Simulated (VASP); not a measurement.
# BP (F-43m) in VASP: a series of runs

Runs on BP. Level: PBE. Tasks: single point.

Everything below comes from runs of VASP 6.6.1. Logs are shortened: lines on timing, memory, paths and dates and some standing lists are left out, and cuts for length are marked.

### 1 The cell of the first run

It takes space group F-43m (No. 216, cubic). The conventional cell has a = 4.518 Å, b = 4.518 Å, c = 4.518 Å, α = 90.00°, β = 90.00°, γ = 90.00°. B (site symmetry -43m) has 4 P at 1.96 Å within 2.6 Å. Within 2.6 Å of P (site symmetry -43m) lie 4 B at 1.96 Å.

### 2 Single point, PBE (volume scaled by 0.98)

INCAR reads:

```
SYSTEM = BP
ALGO = Normal
EDIFF = 1E-6
ENCUT = 520
GGA = PE
ISIF = 2
ISMEAR = 0
LASPH = .TRUE.
LCHARG = .FALSE.
LREAL = .FALSE.
LWAVE = .FALSE.
NBANDS = 11
NELM = 60
PREC = Accurate
SIGMA = 0.01
```

KPOINTS reads:

```
k-points
0
G
  10 10 10
  0 0 0
```

POSCAR reads:

```
BP
1.0
    0.0000000000      2.2589271345      2.2589271345
    2.2589271345      0.0000000000      2.2589271345
    2.2589271345      2.2589271345      0.0000000000
B P
1 1
Direct
    0.0000000000      0.0000000000      0.0000000000
    0.7500000000      0.7500000000      0.7500000000
```

Potentials or basis: VASP PAW PBE potentials, release 64 (B, P).

The run is started by

```bash
$ cat potpaw_PBE.64/B/POTCAR potpaw_PBE.64/P/POTCAR > POTCAR
$ mpirun -np 1 vasp_std > vasp.out
```

OUTCAR:

```text
SYSTEM = BP
   EDIFF = 1E-6
   ENCUT = 520
   GGA = PE
   ISIF = 2
   ISMEAR = 0
   LASPH = .TRUE.
   LREAL = .FALSE.
   NELM = 60
   PREC = Accurate

 ion  position               nearest neighbor table
   1  0.000  0.000  0.000-   2 1.96   2 1.96   2 1.96   2 1.96
   2  0.750  0.750  0.750-   1 1.96   1 1.96   1 1.96   1 1.96

  LATTYP: Found a face centered cubic cell.
 ALAT       =     4.5178542690

  Lattice vectors:

 A1 = (   0.0000000000,   2.2589271345,   2.2589271345)
 A2 = (   2.2589271345,   0.0000000000,   2.2589271345)
 A3 = (   2.2589271345,   2.2589271345,   0.0000000000)

Analysis of symmetry for initial positions (statically):
=====================================================================
 Subroutine PRICEL returns:
 Original cell was already a primitive cell.

 Routine SETGRP: Setting up the symmetry group for a
 face centered cubic supercell.

 Subroutine GETGRP returns: Found 24 space group operations
 (whereof 24 operations were pure point group operations)
 out of a pool of 48 trial point group operations.

The static configuration has the point symmetry T_d .

Analysis of symmetry for dynamics (positions and initial velocities):
=====================================================================
 Subroutine PRICEL returns:
 Original cell was already a primitive cell.

 Routine SETGRP: Setting up the symmetry group for a
 face centered cubic supercell.

 Subroutine GETGRP returns: Found 24 space group operations
 (whereof 24 operations were pure point group operations)
 out of a pool of 48 trial point group operations.

The dynamic configuration has the point symmetry T_d .

 Subroutine INISYM returns: Found 24 space group operations
 (whereof 24 operations are pure point group operations),
 and found     1 'primitive' translations

----------------------------------------------------------------------------------------

                                     Primitive cell

  volume of cell :      23.0535

  direct lattice vectors                    reciprocal lattice vectors
     0.000000000  2.258927134  2.258927134    -0.221344014  0.221344014  0.221344014
     2.258927134  0.000000000  2.258927134     0.221344014 -0.221344014  0.221344014
     2.258927134  2.258927134  0.000000000     0.221344014  0.221344014 -0.221344014

  length of vectors
     3.194605390  3.194605390  3.194605390     0.383379079  0.383379079  0.383379079

  position of ions in fractional coordinates (direct lattice)
     0.000000000  0.000000000  0.000000000
     0.750000000  0.750000000  0.750000000

  ion indices of the primitive-cell ions
   primitive index   ion index
                 1           1
                 2           2

----------------------------------------------------------------------------------------

 KPOINTS: k-points

Automatic generation of k-mesh.
 Grid dimensions read from file:
 generate k-points for:   10   10   10

 Generating k-lattice:

  Cartesian coordinates                     Fractional coordinates (reciprocal lattice)
    -0.022134401  0.022134401  0.022134401     0.100000000  0.000000000  0.000000000
     0.022134401 -0.022134401  0.022134401     0.000000000  0.100000000  0.000000000
     0.022134401  0.022134401 -0.022134401     0.000000000  0.000000000  0.100000000

  Length of vectors
     0.038337908  0.038337908  0.038337908

  Shift w.r.t. Gamma in fractional coordinates (k-lattice)
     0.000000000  0.000000000  0.000000000

 Subroutine IBZKPT returns following result:
 ===========================================

 Found     47 irreducible k-points:

 Following reciprocal coordinates:
            Coordinates               Weight
  0.000000  0.000000  0.000000      1.000000
  0.100000  0.000000  0.000000      8.000000
  0.200000  0.000000  0.000000      8.000000
  0.300000  0.000000  0.000000      8.000000
  0.400000  0.000000  0.000000      8.000000
  0.500000  0.000000  0.000000      4.000000
[... 16 lines left out ...]
  0.300000  0.300000  0.000000      6.000000
  0.400000  0.300000  0.000000     24.000000
 [... further k-points ...]
   k-points           NKPTS =     47   k-points in BZ     NKDIM =     47   number of bands    NBANDS=     11
   number of dos      NEDOS =    301   number of ions     NIONS =      2
   total plane-waves  NPLWV =  13824
   dimension x,y,z NGX =    24 NGY =   24 NGZ =   24
   dimension x,y,z NGXF=    48 NGYF=   48 NGZF=   48
   ions per type =               1   1
   NGX,Y,Z   is equivalent  to a cutoff of  12.49, 12.49, 12.49 a.u.
   NGXF,Y,Z  is equivalent  to a cutoff of  24.98, 24.98, 24.98 a.u.
 SYSTEM =  BP
   PREC   = accura    normal or accurate (medium, high low for compatibility)
   ISTART =      0    job   : 0-new  1-cont  2-samecut
   ICHARG =      2    charge: 1-file 2-atom 10-const
   ISPIN  =      1    spin polarized calculation?
   LNONCOLLINEAR =      F non collinear calculations
   LSORBIT =      F    spin-orbit coupling
   LASPH  =      T    aspherical Exc in radial PAW
   ENCUT  =  520.0 eV  38.22 Ry    6.18 a.u.   5.94  5.94  5.94*2*pi/ulx,y,z
   NELM   =     60;   NELMIN=  2; NELMDL= -5     # of ELM steps
   EDIFF  = 0.1E-05   stopping-criterion for ELM
   LREAL  =      F    real-space projection
   EDIFFG = 0.1E-04   stopping-criterion for IOM
   NSW    =      0    number of steps for IOM
   IBRION =     -1    ionic relax: 0-MD 1-quasi-New 2-CG
   NFREE  =      0    steps in history (QN), initial steepest desc. (CG)
   ISIF   =      2    stress and relaxation
   ISYM   =      2    0-nonsym 1-usesym 2-fastsym
   POTIM  = 0.5000    time-step for ionic-motion
   TEBEG  =    0.0;   TEEND  =   0.0 temperature during run
   PSTRESS=    0.0 pullay stress
   NELECT =       8.0000    total number of electrons
   NUPDOWN=      -1.0000    fix difference up-down
   EMIN   =  10.00;   EMAX   =-10.00  energy-range for DOS
   EFERMI =   0.00;   METHOD = LEGACY
   ISMEAR =     0;   SIGMA  =   0.01  broadening in eV -4-tet -1-fermi 0-gaus
   EFERMI_NEDOS =   21; number of points for ismear=-14 and -15
   IALGO  =     38    algorithm
   IMIX   =      4    mixing-type and parameters
     AMIX     =   0.40;   BMIX     =  1.00
     AMIX_MAG =   1.60;   BMIX_MAG =  1.00
  volume/ion in A,a.u.               =      11.53        77.79
  Fermi-wavevector in a.u.,A,eV,Ry     =   1.150428  2.173993 18.007087  1.323484
  Thomas-Fermi vector in A             =   2.287091
   LORBIT       =      0    0 simple, 1 ext, 2 COOP (PROOUT), +10 PAW based schemes
   GGA     = PE    functional components
   LHFCALC =     F    Hartree Fock is set to
   AEXX    =    0.0000 exact exchange contribution
   IVDW    =     0    specifies the selected vdW correction
   LEPSILON=     F    determine dielectric tensor
   LRPA    =     F    only Hartree local field effects (RPA)
 non-spin polarized calculation
 Gauss-broadening in eV      SIGMA  =   0.01
  energy-cutoff  :      520.00
  volume of cell :       23.05
 maximum number of plane-waves:       636
   NGX = 11   NGY = 11   NGZ = 11

 number of electron       8.0000001 magnetization

 Free energy of the ion-electron system (eV)
  ---------------------------------------------------
  ext. energy  EPLUGINS =         0.00000000
  ---------------------------------------------------
  free energy    TOTEN  =       -12.92643469 eV

  energy without entropy =      -12.92643469  energy(sigma->0) =      -12.92643469

 E-fermi :   7.7479     XC(G=0): -10.9648

 val. band max:        7.5915508436   @ k =   0.0000   0.0000   0.0000
 cond. band min:       8.8124880069   @ k =   0.4000   0.4000   0.0000
 fundamental gap:      1.2209371633
 Fermi energy:         7.7479183160

 k-point     1 :       0.0000    0.0000    0.0000
  band No.  band energies     occupation
      1      -7.9885      2.00000
      2       7.5916      2.00000
      3       7.5916      2.00000
      4       7.5916      2.00000
      5      11.0122      0.00000
      6      11.0122      0.00000
      7      11.0122      0.00000
      8      15.1700      0.00000
      9      19.1951      0.00000
     10      19.7584      0.00000
     11      19.7584      0.00000

 k-point     2 :       0.1000    0.0000    0.0000
  band No.  band energies     occupation
      1      -7.8063      2.00000
      2       6.2800      2.00000
      3       7.2933      2.00000
      4       7.2933      2.00000
      5      11.4253      0.00000
      6      11.4253      0.00000
      7      11.4623      0.00000
      8      15.6770      0.00000
      9      19.0657      0.00000
     10      19.0657      0.00000
     11      19.7711      0.00000

 k-point     3 :       0.2000    0.0000    0.0000
  band No.  band energies     occupation
      1      -7.2666      2.00000
      2       3.9185      2.00000
      3       6.7285      2.00000
      4       6.7285      2.00000
      5      11.6835      0.00000
      6      12.1502      0.00000
      7      12.1502      0.00000
      8      16.8104      0.00000
      9      18.4598      0.00000
     10      18.4598      0.00000
     11      20.6365      0.00000

 k-point     4 :       0.3000    0.0000    0.0000
  band No.  band energies     occupation
      1      -6.3988      2.00000
      2       1.5360      2.00000
      3       6.2354      2.00000
      4       6.2354      2.00000
      5      11.6040      0.00000
      6      12.4727      0.00000
      7      12.4727      0.00000
      8      17.6646      0.00000
      9      19.0515      0.00000
     10      19.0515      0.00000
     11      20.9204      0.00000
[... 239 lines left out ...]
 k-point    22 :      -0.2000    0.2000    0.0000
  band No.  band energies     occupation
      1      -6.1040      2.00000
      2       2.3108      2.00000
      3       3.3677      2.00000
      4       6.3368      2.00000
      5      12.0994      0.00000
      6      12.9434      0.00000
      7      14.0373      0.00000
      8      16.0245      0.00000
      9      17.1044      0.00000
     10      21.3089      0.00000
     11      23.5742      0.00000

 k-point    23 :       0.3000    0.3000    0.0000
  band No.  band energies     occupation
      1      -5.8494      2.00000
      2       2.7461      2.00000
      3       4.3319      2.00000
      4       4.3319      2.00000
      5       9.1056      0.00000
      6      11.4956      0.00000
      7      16.5411      0.00000
      8      16.5411      0.00000
      9      20.8270      0.00000
     10      22.0365      0.00000
     11      24.3029      0.00000

 k-point    24 :       0.4000    0.3000    0.0000
  band No.  band energies     occupation
      1      -5.0136      2.00000
      2       1.4025      2.00000
      3       3.4932      2.00000
      4       4.0344      2.00000
      5       9.3926      0.00000
      6      11.2108      0.00000
      7      17.1639      0.00000
      8      17.1697      0.00000
      9      21.7495      0.00000
     10      22.9299      0.00000
     11      24.8428      0.00000

 [... further k-points ...]
[... 5 lines left out ...]
  --------------------------------------------------------------------------------------
  -------------------------------------------------------------------------------------
  Total        0.4536558      0.4536558      0.4536558      0.0000000     -0.0000000     -0.0000000
  in kB       31.5282889     31.5282889     31.5282889      0.0000000     -0.0000000     -0.0000000
  external PRESSURE =      31.5282889 kB  Pullay stress =       0.0000000 kB

 VOLUME and BASIS-vectors are now :
 -----------------------------------------------------------------------------
  energy-cutoff  :      520.00
  volume of cell :       23.05
      direct lattice vectors                 reciprocal lattice vectors
     0.000000000  2.258927134  2.258927134    -0.221344014  0.221344014  0.221344014
     2.258927134  0.000000000  2.258927134     0.221344014 -0.221344014  0.221344014
     2.258927134  2.258927134  0.000000000     0.221344014  0.221344014 -0.221344014

 POSITION                                       TOTAL-FORCE (eV/Angst)
 -----------------------------------------------------------------------------------
      0.00000      0.00000      0.00000         0.000000     -0.000000     -0.000000
      3.38839      3.38839      3.38839        -0.000000      0.000000      0.000000
 -----------------------------------------------------------------------------------
    total drift:                               -0.000000     -0.000000     -0.000000

  FREE ENERGIE OF THE ION-ELECTRON SYSTEM (eV)
  ---------------------------------------------------
  free  energy   TOTEN  =       -12.9264346867 eV

  energy  without entropy=      -12.9264346867  energy(sigma->0) =      -12.92643469
```

It took 3.5 s on 1 thread of Intel Xeon 6975P-C (Granite Rapids), shared host; peak memory 0.13 GiB.

Results:

| Item | Value |
| --- | --- |
| Free energy | -12.9264 eV |
| Pressure | 3.2 GPa |
| Band gap on the k mesh | 1.22 eV, indirect (least direct gap 3.42 eV) |

 A k mesh can miss the band edges.

(Part 1 of 2 ends here.)
